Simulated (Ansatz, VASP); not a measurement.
# Two plane-wave programs on ZnCu

Contents of INCAR:

```
PREC = Accurate
ENCUT = 600
EDIFF = 1E-6
ISMEAR = -1
SIGMA = 0.08617333262145177
LREAL = F
LASPH = T
NELM = 120
ALGO = Normal
ISIF = 2
LWAVE = F
LCHARG = F
GGA = PE
NBANDS = 18
GGA_COMPAT = F
```

KPOINTS

```
regular mesh
0
Gamma
  6 6 6
```

POSCAR

```
ZnCu
1.0
    2.9205539200      0.0000000000      0.0000000000
    0.0000000000      2.9205539200      0.0000000000
    0.0000000000      0.0000000000      2.9205539200
Zn Cu
1 1
Direct
    0.5000000000      0.5000000000      0.5000000000
    0.0000000000      0.0000000000      0.0000000000
```

Input for Ansatz:

```yaml
crystal:
  lattice:
    - [2.92055392, 0.0, 0.0]
    - [0.0, 2.92055392, 0.0]
    - [0.0, 0.0, 2.92055392]
  atoms:
    - { symbol: Zn, position: [0.5, 0.5, 0.5] }
    - { symbol: Cu, position: [0.0, 0.0, 0.0] }
basis:
  ecutwfc: 450
kpoints:
  mp_grid: { grid: [6, 6, 6] }
hamiltonian:
  xc: pbe
scf:
  occupations: { method: fermi_dirac, width: "1000 K" }
  mixing: { beta: 0.074, ndim: 12, preconditioner: local_kerker }
  max_iter: 70
output:
  forces: true
  stress: true
  eigenvalues: true
```

Alike in both runs: task single point; functional PBE; k mesh 6 × 6 × 6; no spin polarisation.

|  | VASP | Ansatz |
| --- | --- | --- |
| version | VASP 6.6.1 | Ansatz 0.2.0 |
| potentials or method | VASP PAW PBE potentials, release 64 (Zn, Cu), cutoff 600 eV | scalar-relativistic, plane waves, PAW |
| occupations | fermi-dirac, width 0.0861733 eV | fermi-dirac |
| valence electrons in the cell | 23 | 31 |

Ansatz gave:

```
gap on the k mesh at the Fermi level (eV) : none
pressure (GPa)                            : 6.2
```

Estimate VASP's values.

gap on the k mesh at the Fermi level (eV): none; pressure (GPa): 6.7.

A gap of «none» marks a metal or a gap that the smearing closes. VASP's potentials hold 23 valence electrons a cell and Ansatz's 31, so a difference there can come from the potentials and not from the codes.
